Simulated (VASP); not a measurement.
Here is a VASP 6.6.1 calculation.

The input INCAR:

```
SYSTEM = Pb
PREC     = Accurate       ! precision mode
ENCUT    = 520            ! plane-wave cutoff, eV
EDIFF    = 1E-6           ! SCF threshold, eV
ISMEAR   = 1              ! smearing method
SIGMA    = 0.2            ! smearing width, eV
LREAL    = .False.        ! projectors in reciprocal space
LASPH    = .True.         ! aspherical terms in the spheres
NELM     = 80             ! most SCF steps
ALGO     = Normal         ! electronic algorithm
ISIF     = 2              ! what is computed and relaxed
LWAVE    = .False.        ! write WAVECAR
LCHARG   = .True.         ! write CHGCAR
LELF     = .True.         ! ELF
LVHAR    = .True.       
NBANDS   = 21             ! bands
```

KPOINTS

```
Automatic mesh
0
Gamma
  7 7 7
  0 0 0
```

File POSCAR:

```
Pb
1.0
    0.0000000000      3.4390000550      3.4390000550
    3.4390000550      0.0000000000      3.4390000550
    3.4390000550      3.4390000550      0.0000000000
Pb
2
Direct
    0.7500000000      0.7500000000      0.7500000000
    0.5000000000      0.5000000000      0.5000000000
```

Potentials or basis: VASP PAW LDA potentials, release 64 (Pb_d).

Command:

```console
$ cat potpaw_LDA.64/Pb_d/POTCAR > POTCAR
$ mpirun -np 1 vasp_std > vasp.out
```

(1) Predict the band gap on the k mesh.

(2) What does it give for the pressure?

Answers

(1) zero (band 14 reaches 4.45 eV, above the bottom of band 15 at 3.34 eV).

(2) -0.7 GPa.

Caveat: spin-orbit coupling is left out, which moves the levels of the heavy elements.
